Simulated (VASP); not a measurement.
AlFe:

```
Al Fe
1.0
     3.00394    0.00000    0.00000
     0.00000    3.00394    0.00000
     0.00000    0.00000    3.00394
Al Fe
1 1
Direct
  0.00000 0.00000 0.00000
  0.50000 0.50000 0.50000
```

This cell differs from its parent crystal: volume scaled by 1.1.

Base run:

```yaml
Program: VASP 6.6.1
Functional: PBE
Potentials_or_basis: VASP PAW PBE potentials, release 64 (Al, Fe)
Cutoff: 520 eV
k_mesh: 11 × 11 × 11
Occupations: fermi-dirac, width 0.1 eV
Spin: no spin polarisation
```

Its results: pressure -18.1 GPa.

Q: The run is repeated on the same cell with these changes: spin from no spin polarisation to collinear spin, ferromagnetic start; further incar settings from ALGO = Normal; EDIFF = 1e-06; NBANDS = 12 to ALGO = Normal; EDIFF = 1e-06; NBANDS = 16. What comes out?

A: Pressure -17.1 GPa; net moment 0.81 μB per cell; site moments Al -0.03; Fe +0.88 μB.
